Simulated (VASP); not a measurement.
Crystal: GaAs.

```xyz
2
Lattice="0.0000 2.9181 2.7594 2.9181 0.0000 2.7594 2.9181 2.9181 0.0000" Properties=species:S:1:pos:R:3 pbc="T T T"
Ga    0.0000    0.0000    0.0000
As    1.4590    1.4590    1.3797
```

This cell differs from its parent crystal: epitaxial xy strain +3.0%.

Base run:

| Quantity | Value |
| --- | --- |
| Program | VASP 6.6.1 |
| Functional | r2SCAN |
| Potentials or basis | VASP PAW PBE potentials, release 64 (Ga_d, As) |
| Cutoff | 520 eV |
| k mesh | 8 × 8 × 8 |
| Occupations | fermi-dirac, width 0.02 eV |
| Spin | no spin polarisation |

Its results: band gap on the k mesh 0.46 eV; pressure -2.1 GPa.

Q: The run is repeated on the same cell with these changes: functional from r2SCAN to PBE; further incar settings from ALGO = Normal; EDIFF = 1e-06; NBANDS = 16 to ALGO = Normal; EDIFF = 1e-07; NBANDS = 16. What comes out?

A: Band gap on the k mesh 0.02 eV; pressure 0.7 GPa.

Caveats: the PAW data sets were made with another functional, which shifts forces and pressure a little (at least some runs).

